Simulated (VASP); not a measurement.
HfO2, 3 atoms in the cell. It takes space group Fm-3m (No. 225, cubic). Conventional cell: a = 5.132 Å, b = 5.132 Å, c = 5.132 Å, α = 90.00°, β = 90.00°, γ = 90.00°. Hf (site symmetry m-3m) has 8 O at 2.22 Å within 2.9 Å. O (site symmetry -43m) has 4 Hf at 2.22 Å and 6 O at 2.57 Å within 2.9 Å. 

```yaml
Program: VASP 6.6.1
Task: single point
Functional: PBE
Dispersion: D3(BJ)
Potentials_or_basis: VASP PAW PBE potentials, release 64 (Hf_pv, O)
Cutoff: 520 eV
k_mesh: 6 × 6 × 6
Occupations: gaussian, width 0.01 eV
Spin: no spin polarisation
Dipole_correction: no
Further_INCAR_settings: ALGO = Normal; EDIFF = 1e-07; NBANDS = 18
```

Potentials or basis: VASP PAW PBE potentials, release 64 (Hf_pv, O).

Command:

```console
$ cat potpaw_PBE.64/Hf_pv/POTCAR potpaw_PBE.64/O/POTCAR > POTCAR
$ mpirun -np 1 vasp_std > vasp.out
```

Hardware: 1 thread of Intel Xeon 8259CL, with other jobs on the host.

Task: How long does it take, and how much memory?

Result: It took 22 s on 1 thread of Intel Xeon 8259CL, on a shared host, peak memory 0.17 GiB. Counts: scf iterations 15, k points 16.
